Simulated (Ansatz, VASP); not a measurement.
## Hf in VASP and in Ansatz

File INCAR:

```
SYSTEM = Hf
PREC = Accurate ; ENCUT = 600
EDIFF = 1E-6 ; ISMEAR = -1
SIGMA = 0.05 ; LREAL = .False.
LASPH = .True. ; NELM = 100
ALGO = Fast ; ISIF = 3
LWAVE = .False. ; LCHARG = .False.
GGA = PS ; IBRION = 2
NSW = 60 ; EDIFFG = -0.01
```

File KPOINTS:

```
Automatic mesh
0
Gamma
  10 10 10
  0 0 0
```

POSCAR

```
Hf
1.0
   -1.8050000000      1.8050000000      1.8050000000
    1.8050000000     -1.8050000000      1.8050000000
    1.8050000000      1.8050000000     -1.8050000000
Hf
1
Direct
    0.0000000000      0.0000000000      0.0000000000
```

input.yaml

```yaml
crystal:
  lattice:
    - [-1.805, 1.805, 1.805]
    - [1.805, -1.805, 1.805]
    - [1.805, 1.805, -1.805]
  atoms:
    - { symbol: Hf, position: [0.0, 0.0, 0.0] }
hamiltonian:
  xc: pbesol
  pseudopotentials: { kind: paw }
kpoints:
  mp_grid: { grid: [10, 10, 10] }
scf:
  occupations: { method: fermi_dirac, width: 0.05 }
output:
  forces: true
  stress: true
  eigenvalues: true
relax:
  f_tol: 0.01
  max_steps: 40
  cell: { stress_tol: 0.05 }
```

Alike in both runs: task relaxation of cell and atoms; functional PBEsol; k mesh 10 × 10 × 10; occupations fermi-dirac, width 0.05 eV; no spin polarisation.

```csv
,VASP,Ansatz
version,VASP 6.6.1,Ansatz 0.2.0
potentials or method,"VASP PAW PBE potentials, release 64 (Hf_pv)",Ansatz PAW
plane-wave cutoff (eV),600,420
valence electrons in the cell,10,26
```

VASP gave:

| Quantity | Value |
| --- | --- |
| gap on the k mesh at the Fermi level, each at its own relaxed structure (eV) | none |
| relaxed volume (Å³/atom) | 21.25 |
| relaxed cell length with the largest relative difference (Å) | 3.022 |

**Question.** What did Ansatz give for the same quantities?

**Answer.** gap on the k mesh at the Fermi level, each at its own relaxed structure (eV): none; relaxed volume (Å³/atom): 21.30; relaxed cell length with the largest relative difference (Å): 3.025.

VASP's potentials were made for PBE, not for PBEsol. A gap of «none» marks a metal or a gap that the smearing closes. VASP's potentials hold 10 valence electrons a cell and Ansatz's 26, so a difference there can come from the potentials and not from the codes.

Spin-orbit coupling is off throughout. Noted on Ansatz's run: the plane-wave basis is chosen anew once the cell has moved, so the energies of steps on either side of that aren't comparable.
